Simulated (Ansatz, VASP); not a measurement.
## Br in VASP and in Ansatz

Contents of INCAR:

```
SYSTEM = Br
ALGO     = Normal         ! electronic algorithm
EDIFF    = 1E-6           ! SCF threshold, eV
ENCUT    = 520            ! plane-wave cutoff, eV
GGA      = PE             ! functional
ISIF     = 2              ! what is computed and relaxed
ISMEAR   = 0              ! smearing method
LASPH    = .True.         ! aspherical terms in the spheres
LCHARG   = .True.         ! write CHGCAR
LELF     = .True.         ! ELF
LREAL    = .False.        ! projectors in reciprocal space
LVHAR    = .True.       
LWAVE    = .False.        ! write WAVECAR
NBANDS   = 22             ! bands
NELM     = 100            ! most SCF steps
PREC     = Accurate       ! precision mode
SIGMA    = 0.02           ! smearing width, eV
```

File KPOINTS:

```
k-points
0
Gamma
  8 8 4
  0 0 0
```

File POSCAR:

```
Br
1.0
    3.4033651500     -2.2965135000     -0.0009275500
    3.3950323500      2.2841073000      0.0123332500
    0.0149112000      0.0258112000      8.8364120000
Br
4
Direct
    0.1387579581      0.8289811724      0.1125573394
    0.6424646906      0.3578441549      0.3828222477
    0.8594804863      0.1510742363      0.8931834862
    0.3592968650      0.6621004364      0.6114380734
```

Input for Ansatz:

```yaml
crystal:
  lattice:
    - [3.40336515, -2.2965135, -0.00092755]
    - [3.39503235, 2.2841073, 0.01233325]
    - [0.0149112, 0.0258112, 8.836412]
  atoms:
    - { symbol: Br, position: [0.1387579581, 0.8289811724, 0.1125573394] }
    - { symbol: Br, position: [0.6424646906, 0.3578441549, 0.3828222477] }
    - { symbol: Br, position: [0.8594804863, 0.1510742363, 0.8931834862] }
    - { symbol: Br, position: [0.359296865, 0.6621004364, 0.6114380734] }
basis:
  ecutwfc: 420
kpoints:
  mp_grid: { grid: [8, 8, 4] }
hamiltonian:
  xc: pbe
scf:
  occupations: { method: gaussian, width: 0.02 }
output:
  forces: true
  stress: true
  eigenvalues: true
```

Change from the starting cell: all atoms moved at random, cell strained at random.

Alike in both runs: task single point; functional PBE; k mesh 8 × 8 × 4; occupations gaussian, width 0.02 eV; no spin polarisation.

```csv
,VASP,Ansatz
version,VASP 6.6.1,Ansatz 0.2.0
potentials or method,"VASP PAW PBE potentials, release 64 (Br), cutoff 520 eV","scalar-relativistic, plane waves, PAW"
valence electrons in the cell,28,28
```

|  | VASP | Ansatz | Ansatz less VASP |
| --- | --- | --- | --- |
| gap on the k mesh at the Fermi level (eV) | 1.36 | 1.36 | -0.001 |
| least direct gap on the mesh (eV) | 1.49 | 1.48 | -0.002 |
| pressure (GPa) | -0.8 | -0.8 | -0.01 |
| traceless stress, the component that is largest in VASP (GPa) | 2.09 | 2.10 | +0.011 |
| rms of the force components (eV/Å) | 0.261 | 0.263 | +0.0018 |

Atom by atom the forces differ by 0.003 eV/Å (rms over components). With one functional, cell and mesh, what is left measures potentials, basis and numerics.
